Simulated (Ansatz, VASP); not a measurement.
Hf in VASP and in Ansatz

```
CELL_PARAMETERS angstrom
3.20000 0.00000 0.00000
-1.60000 2.77128 0.00000
0.00000 0.00000 5.06240
ATOMIC_POSITIONS crystal
Hf 0.33333 0.66667 0.75000
Hf 0.66667 0.33333 0.25000
```

Alike in both runs: task single point; functional PBE; k mesh 12 × 12 × 8; occupations gaussian, width 0.05 eV; no spin polarisation.

```csv
,VASP,Ansatz
version,VASP 6.6.1,Ansatz 0.2.0
potentials or method,"VASP PAW PBE potentials, release 64 (Hf_pv), cutoff 520 eV","scalar-relativistic, plane waves, PAW"
valence electrons in the cell,20,52
```

|  | VASP | Ansatz | Ansatz less VASP |
| --- | --- | --- | --- |
| gap on the k mesh at the Fermi level (eV) | none | none | - |
| pressure (GPa) | 0.0 | 0.4 | +0.44 |
| traceless stress, the component that is largest in VASP (GPa) | 0.02 | 0.08 | +0.069 |

A gap of «none» marks a metal or a gap that the smearing closes. VASP's potentials hold 20 valence electrons a cell and Ansatz's 52, so a difference there can come from the potentials and not from the codes.

Spin-orbit coupling is off throughout.
